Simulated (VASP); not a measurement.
A run of VASP 6.6.1 is set up as follows.

File POSCAR:

```
BH2F3
1.0
    7.3545300000      0.0000000000      0.0000000000
    0.0000000000      7.3545300000      0.0000000000
    0.0000000000      0.0000000000      7.3545300000
H B F
6 3 9
Direct
    0.8852194021      0.2806024166      0.4504909351
    0.8921262777      0.2237084476      0.5334355462
    0.6000834435      0.4459713292      0.8536076688
    0.5622155766      0.4321819475      0.7611494623
    0.5363220713      0.7004003525      0.3448961487
    0.4877489092      0.6840743883      0.4317787277
    0.0338565872      0.9226972583      0.0346938224
    0.1933424785      0.5150424626      0.8849099039
    0.5764883177     -0.0153605033      0.7707803424
    0.1882382733      0.9791367486     -0.0346068007
   -0.0550305884      0.7877260450     -0.0432294573
   -0.0320813699      0.9976515039      0.1819293928
    0.2580219682      0.5853116792      1.0363057667
    0.1107344334      0.3566628234      0.8894753471
    0.2111611182      0.6008353196      0.7297994968
    0.7031757532      0.0805956846      0.8533878990
    0.4848806559      0.0569100884      0.6361430741
    0.5461553924     -0.1831038920      0.8233328239
```

INCAR.step1

```
  PREC = Accurate
  ENCUT = 520
  ISMEAR = -1
  SIGMA = 0.02
  LREAL = Auto
  LASPH = T
  NELM = 100
  NBANDS = 54
  GGA = PE
  ALGO = Normal
  EDIFF = 1E-4
  LWAVE = T
  LCHARG = F
```

The input INCAR.step2:

```
  PREC = Accurate
  ENCUT = 520
  EDIFF = 1E-6
  ISMEAR = -1
  SIGMA = 0.02
  LREAL = Auto
  LASPH = T
  NELM = 100
  ALGO = Normal
  ISIF = 2
  LWAVE = F
  LCHARG = F
  METAGGA = R2SCAN
  LMIXTAU = T
  IVDW = 12
  VDW_S6 = 1.0
  VDW_S8 = 0.78981345
  VDW_A1 = 0.49484001
  VDW_A2 = 5.73083694
  NBANDS = 54
  ISTART = 1
```

The input KPOINTS:

```
Automatic mesh
0
Gamma
  1 1 1
```

Potentials or basis: VASP PAW PBE potentials, release 64 (H, B, F).

Run with:

```bash
$ cat potpaw_PBE.64/H/POTCAR potpaw_PBE.64/B/POTCAR potpaw_PBE.64/F/POTCAR > POTCAR
$ cp INCAR.step1 INCAR
$ mpirun -np 1 vasp_gam > vasp.out
$ cp INCAR.step2 INCAR
$ mpirun -np 1 vasp_gam > vasp.out
```

Q: Estimate the band gap on the k mesh.

A: 9.67 eV.

Q: What does it give for the largest force?

A: 0.358 eV/Å.

Q: Estimate the pressure.

A: 0.2 GPa.

Q: Predict the dispersion energy per atom.

A: -0.011 eV.

Stress tensor (GPa, compression positive):
```
-0.06  0.15  0.07
 0.15  0.37  0.07
 0.07  0.07  0.23
```

Caveat: the k points lie up to 0.85 Å⁻¹ apart; the PAW data sets were made with another functional, which shifts forces and pressure a little.
